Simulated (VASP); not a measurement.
# SiO2 (P4_2/mnm) in VASP: relaxation of cell and atoms with LDA

Aim: the relaxation of cell and atoms of SiO2 with LDA.

Everything below comes from runs of VASP 6.6.1. Logs are shortened: lines on timing, memory, paths and dates and some standing lists are left out, and cuts for length are marked.

## Step 1: The cell of the first run

Symmetry: P4_2/mnm, No. 136, tetragonal system. Conventional cell: a = 4.186 Å, b = 4.186 Å, c = 2.668 Å, α = 90.00°, β = 90.00°, γ = 90.00°. Si (site symmetry mmm) has 6 O at 1.76 to 1.81 Å within 2.3 Å. Within 2.3 Å of O (site symmetry m2m) lie 3 Si at 1.76 to 1.81 Å and 1 O at 2.30 Å.

## Step 2: Relaxation of cell and atoms, LDA

Input file INCAR:

```
SYSTEM = SiO2
PREC = Accurate
ENCUT = 600
EDIFF = 1E-6
ISMEAR = 0
SIGMA = 0.02
LREAL = .FALSE.
LASPH = .TRUE.
NELM = 80
ALGO = Normal
ISIF = 3
LWAVE = .FALSE.
LCHARG = .FALSE.
IBRION = 2
NSW = 100
EDIFFG = -0.002
```

Input file KPOINTS:

```
Automatic mesh
0
G
  6 6 8
  0 0 0
```

Input file POSCAR:

```
SiO2
1.0
    4.1865000000      0.0000000000      0.0000000000
    0.0000000000      4.1865000000      0.0000000000
    0.0000000000      0.0000000000      2.6684000000
Si O
2 4
Direct
    0.0000000000      0.0000000000      0.0000000000
    0.5000000000      0.5000000000      0.5000000000
    0.3059000000      0.3059000000      0.0000000000
    0.1941000000      0.8059000000      0.5000000000
    0.6941000000      0.6941000000      0.0000000000
    0.8059000000      0.1941000000      0.5000000000
```

Potentials or basis: VASP PAW LDA potentials, release 64 (Si, O).

Run with:

```console
$ cat potpaw_LDA.64/Si/POTCAR potpaw_LDA.64/O/POTCAR > POTCAR
$ mpirun -np 1 vasp_std > vasp.out
```

OUTCAR:

```text
SYSTEM = SiO2
   PREC = Accurate
   ENCUT = 600
   EDIFF = 1E-6
   ISMEAR = 0
   LREAL = .FALSE.
   LASPH = .TRUE.
   NELM = 80
   ISIF = 3
   IBRION = 2
   NSW = 100
   EDIFFG = -0.002

 ion  position               nearest neighbor table
   1  0.000  0.000  0.000-   4 1.76   6 1.76   4 1.76   6 1.76   5 1.81   3 1.81
   2  0.500  0.500  0.500-   3 1.76   5 1.76   3 1.76   5 1.76   4 1.81   6 1.81
   3  0.306  0.306  0.000-   2 1.76   2 1.76   1 1.81
   4  0.194  0.806  0.500-   1 1.76   1 1.76   2 1.81
   5  0.694  0.694  0.000-   2 1.76   2 1.76   1 1.81
   6  0.806  0.194  0.500-   1 1.76   1 1.76   2 1.81

  LATTYP: Found a simple tetragonal cell.
 ALAT       =     4.1865000000
 C/A-ratio  =     0.6373820614

  Lattice vectors:

 A1 = (   4.1865000000,   0.0000000000,   0.0000000000)
 A2 = (   0.0000000000,   4.1865000000,   0.0000000000)
 A3 = (   0.0000000000,   0.0000000000,   2.6684000000)

Analysis of symmetry for initial positions (statically):
=====================================================================
 Subroutine PRICEL returns:
 Original cell was already a primitive cell.

 Routine SETGRP: Setting up the symmetry group for a
 simple tetragonal supercell.

 Subroutine GETGRP returns: Found 16 space group operations
 (whereof  8 operations were pure point group operations)
 out of a pool of 16 trial point group operations.

The static configuration has the point symmetry D_2h.
 The point group associated with its full space group is D_4h.

Analysis of symmetry for dynamics (positions and initial velocities):
=====================================================================
 Subroutine PRICEL returns:
 Original cell was already a primitive cell.

 Routine SETGRP: Setting up the symmetry group for a
 simple tetragonal supercell.

 Subroutine GETGRP returns: Found 16 space group operations
 (whereof  8 operations were pure point group operations)
 out of a pool of 16 trial point group operations.

The dynamic configuration has the point symmetry D_2h.
 The point group associated with its full space group is D_4h.

 Subroutine INISYM returns: Found 16 space group operations
 (whereof  8 operations are pure point group operations),
 and found     1 'primitive' translations

----------------------------------------------------------------------------------------

                                     Primitive cell

  volume of cell :      46.7685

  direct lattice vectors                    reciprocal lattice vectors
     4.186500000  0.000000000  0.000000000     0.238863012  0.000000000  0.000000000
     0.000000000  4.186500000  0.000000000     0.000000000  0.238863012  0.000000000
     0.000000000  0.000000000  2.668400000     0.000000000  0.000000000  0.374756408

  length of vectors
     4.186500000  4.186500000  2.668400000     0.238863012  0.238863012  0.374756408

  position of ions in fractional coordinates (direct lattice)
     0.000000000  0.000000000  0.000000000
     0.500000000  0.500000000  0.500000000
     0.305900000  0.305900000  0.000000000
     0.194100000  0.805900000  0.500000000
     0.694100000  0.694100000  0.000000000
     0.805900000  0.194100000  0.500000000

  ion indices of the primitive-cell ions
   primitive index   ion index
                 1           1
                 2           2
                 3           3
                 4           4
                 5           5
                 6           6

----------------------------------------------------------------------------------------

 KPOINTS: Automatic mesh

Automatic generation of k-mesh.
 Grid dimensions read from file:
 generate k-points for:    6    6    8

 Generating k-lattice:

  Cartesian coordinates                     Fractional coordinates (reciprocal lattice)
     0.039810502  0.000000000  0.000000000     0.166666667  0.000000000  0.000000000
     0.000000000  0.039810502  0.000000000     0.000000000  0.166666667  0.000000000
     0.000000000  0.000000000  0.046844551     0.000000000  0.000000000  0.125000000

  Length of vectors
     0.039810502  0.039810502  0.046844551

  Shift w.r.t. Gamma in fractional coordinates (k-lattice)
     0.000000000  0.000000000  0.000000000

 Subroutine IBZKPT returns following result:
 ===========================================

 Found     50 irreducible k-points:

 Following reciprocal coordinates:
            Coordinates               Weight
  0.000000  0.000000  0.000000      1.000000
  0.166667  0.000000  0.000000      4.000000
  0.333333  0.000000  0.000000      4.000000
  0.500000  0.000000  0.000000      2.000000
  0.166667  0.166667  0.000000      4.000000
  0.333333  0.166667  0.000000      8.000000
[... 16 lines left out ...]
  0.333333  0.000000  0.250000      8.000000
  0.500000  0.000000  0.250000      4.000000
 [... further k-points ...]
   k-points           NKPTS =     50   k-points in BZ     NKDIM =     50   number of bands    NBANDS=     20
   number of dos      NEDOS =    301   number of ions     NIONS =      6
   total plane-waves  NPLWV =  31104
   dimension x,y,z NGX =    36 NGY =   36 NGZ =   24
   dimension x,y,z NGXF=    72 NGYF=   72 NGZF=   48
   ions per type =               2   4
   NGX,Y,Z   is equivalent  to a cutoff of  14.30, 14.30, 14.95 a.u.
   NGXF,Y,Z  is equivalent  to a cutoff of  28.59, 28.59, 29.90 a.u.
 SYSTEM =  SiO2
   PREC   = accura    normal or accurate (medium, high low for compatibility)
   ISTART =      0    job   : 0-new  1-cont  2-samecut
   ICHARG =      2    charge: 1-file 2-atom 10-const
   ISPIN  =      1    spin polarized calculation?
   LNONCOLLINEAR =      F non collinear calculations
   LSORBIT =      F    spin-orbit coupling
   LASPH  =      T    aspherical Exc in radial PAW
   ENCUT  =  600.0 eV  44.10 Ry    6.64 a.u.   8.36  8.36  5.33*2*pi/ulx,y,z
   NELM   =     80;   NELMIN=  2; NELMDL= -5     # of ELM steps
   EDIFF  = 0.1E-05   stopping-criterion for ELM
   LREAL  =      F    real-space projection
   EDIFFG = -.2E-02   stopping-criterion for IOM
   NSW    =    100    number of steps for IOM
   IBRION =      2    ionic relax: 0-MD 1-quasi-New 2-CG
   NFREE  =      1    steps in history (QN), initial steepest desc. (CG)
   ISIF   =      3    stress and relaxation
   ISYM   =      2    0-nonsym 1-usesym 2-fastsym
   POTIM  = 0.5000    time-step for ionic-motion
   TEBEG  =    0.0;   TEEND  =   0.0 temperature during run
   PSTRESS=    0.0 pullay stress
   NELECT =      32.0000    total number of electrons
   NUPDOWN=      -1.0000    fix difference up-down
   EMIN   =  10.00;   EMAX   =-10.00  energy-range for DOS
   EFERMI =   0.00;   METHOD = LEGACY
   ISMEAR =     0;   SIGMA  =   0.02  broadening in eV -4-tet -1-fermi 0-gaus
   EFERMI_NEDOS =   21; number of points for ismear=-14 and -15
   IALGO  =     38    algorithm
   IMIX   =      4    mixing-type and parameters
     AMIX     =   0.40;   BMIX     =  1.00
     AMIX_MAG =   1.60;   BMIX_MAG =  1.00
  volume/ion in A,a.u.               =       7.79        52.60
  Fermi-wavevector in a.u.,A,eV,Ry     =   1.442582  2.726084 28.314299  2.081042
  Thomas-Fermi vector in A             =   2.561086
   LORBIT       =      0    0 simple, 1 ext, 2 COOP (PROOUT), +10 PAW based schemes
   GGA     = CA    functional components
   LHFCALC =     F    Hartree Fock is set to
   AEXX    =    0.0000 exact exchange contribution
   IVDW    =     0    specifies the selected vdW correction
   LEPSILON=     F    determine dielectric tensor
   LRPA    =     F    only Hartree local field effects (RPA)
 conjugate gradient relaxation of ions
 non-spin polarized calculation
 Gauss-broadening in eV      SIGMA  =   0.02
  energy-cutoff  :      600.00
  volume of cell :       46.77
 maximum number of plane-waves:      1588
 NGX is ok and might be reduce to    36
   NGX = 17   NGY = 17   NGZ = 11

--------------------------------------- Ionic step        1  -------------------------------------------

 number of electron      32.0000003 magnetization

 Free energy of the ion-electron system (eV)
  ---------------------------------------------------
  ext. energy  EPLUGINS =         0.00000000
  ---------------------------------------------------
  free energy    TOTEN  =       -51.97778090 eV

  energy without entropy =      -51.97778090  energy(sigma->0) =      -51.97778090

------------------------ aborting loop because EDIFF is reached ----------------------------------------

  FORCE on cell =-STRESS in cart. coord.  units (eV):
  Direction    XX          YY          ZZ          XY          YZ          ZX
  --------------------------------------------------------------------------------------
  -------------------------------------------------------------------------------------
  Total       -1.5645518     -1.5645518     -1.0380828      0.0000000      0.0000000      0.0000000
  in kB      -53.5978534    -53.5978534    -35.5622674      0.0000000      0.0000000      0.0000000
  external PRESSURE =     -47.5859914 kB  Pullay stress =       0.0000000 kB
[... 225 lines left out ...]
  energy  without entropy=      -51.9902976138  energy(sigma->0) =      -51.99029761

--------------------------------------- Ionic step        7  -------------------------------------------

 number of electron      31.9999996 magnetization

 Free energy of the ion-electron system (eV)
  ---------------------------------------------------
  ext. energy  EPLUGINS =         0.00000000
  ---------------------------------------------------
  free energy    TOTEN  =       -51.99030189 eV

  energy without entropy =      -51.99030189  energy(sigma->0) =      -51.99030189

 E-fermi :   8.4515     XC(G=0): -12.7969

 val. band max:        8.2804396728   @ k =   0.0000   0.0000   0.0000
 cond. band min:      14.0614088631   @ k =   0.0000   0.0000   0.0000
 fundamental gap:      5.7809691903
 Fermi energy:         8.4514557377

 k-point     1 :       0.0000    0.0000    0.0000
  band No.  band energies     occupation
      1     -14.2639      2.00000
      2     -10.4518      2.00000
      3     -10.4518      2.00000
      4     -10.1702      2.00000
      5      -2.7530      2.00000
      6       1.6952      2.00000
[... 12 lines left out ...]
     19      16.6051      0.00000
[... 513 lines left out ...]
      4      -9.7460      2.00000
      5      -0.6005      2.00000
      6      -0.6005      2.00000
[... 12 lines left out ...]
     19      18.7403      0.00000
     20      18.7403      0.00000

 [... further k-points ...]

------------------------ aborting loop because EDIFF is reached ----------------------------------------

  FORCE on cell =-STRESS in cart. coord.  units (eV):
  Direction    XX          YY          ZZ          XY          YZ          ZX
  --------------------------------------------------------------------------------------
  -------------------------------------------------------------------------------------
  Total       -0.0013709     -0.0013709     -0.0061193      0.0000000      0.0000000      0.0000000
  in kB       -0.0477422     -0.0477422     -0.2131051      0.0000000      0.0000000      0.0000000
  external PRESSURE =      -0.1028631 kB  Pullay stress =       0.0000000 kB
[... 21 lines left out ...]
  FREE ENERGIE OF THE ION-ELECTRON SYSTEM (eV)
  ---------------------------------------------------
  free  energy   TOTEN  =       -51.9903018876 eV

  energy  without entropy=      -51.9903018876  energy(sigma->0) =      -51.99030189

 reached required accuracy - stopping structural energy minimisation
```

It took 2.4 min on 1 thread of Intel Xeon 8259CL, shared host; peak memory 0.18 GiB.

What came out:

```yaml
Free_energy: -51.9903 eV
Relaxed_volume: 7.67 Å³/atom
Relaxed_cell: a = 4.154 Å, b = 4.154 Å, c = 2.666 Å, α = 90.00°, β = 90.00°, γ = 90.00°
Space_group_after_relaxing_to_0.1_Å: P4_2/mnm (No. 136)
Energy_gained_by_relaxing: 2.1 meV/atom
Ionic_steps: 7
Pressure_after_relaxing: 0.0 GPa
Band_gap_on_the_k_mesh: 5.78 eV
```

The path:
```csv
step,energy change (eV),largest force (eV/Å),pressure (GPa),volume (Å³)
1,0.0000,0.0465,-4.76,46.77
2,0.0069,0.2868,6.64,45.22
3,-0.0109,0.0964,0.08,46.08
4,-0.0125,0.0046,0.04,46.00
5,-0.0125,0.0132,0.05,46.00
6,-0.0125,0.0057,-0.03,46.01
7,-0.0125,0.0002,-0.01,46.01
```

Final structure:
```
Si O
1.0
     4.15415    0.00000    0.00000
     0.00000    4.15415    0.00000
     0.00000    0.00000    2.66596
Si O
2 4
Cartesian
  0.0000 4.1542 0.0000
  2.0771 2.0771 1.3330
  1.2686 1.2686 0.0000
  0.8084 3.3457 1.3330
  2.8855 2.8855 0.0000
  3.3457 0.8084 1.3330
```

Levels at points of the mesh, in eV from the valence-band top:
| k point | band 13 | band 14 | band 15 | band 16 | band 17 | band 18 | band 19 | band 20 |
| --- | --- | --- | --- | --- | --- | --- | --- | --- |
| (0.00, 0.00, 0.00) | -2.56 | -0.91 | -0.91 | 0.00 | 5.78 | 6.41 | 8.32 | 8.32 |
| (0.50, 0.00, 0.00) | -2.77 | -2.77 | -1.09 | -1.09 | 7.71 | 7.71 | 8.89 | 8.89 |
| (0.50, 0.50, 0.00) | -2.78 | -2.78 | -2.35 | -2.35 | 7.37 | 7.37 | 9.91 | 9.91 |
| (0.00, 0.00, 0.50) | -3.25 | -3.25 | -2.76 | -2.76 | 9.05 | 9.05 | 12.48 | 12.48 |
| (0.50, 0.00, 0.50) | -2.35 | -2.35 | -1.83 | -1.83 | 8.69 | 8.69 | 9.87 | 9.87 |
| (0.50, 0.50, 0.50) | -1.79 | -1.79 | -1.60 | -1.60 | 7.15 | 7.15 | 10.88 | 10.88 |
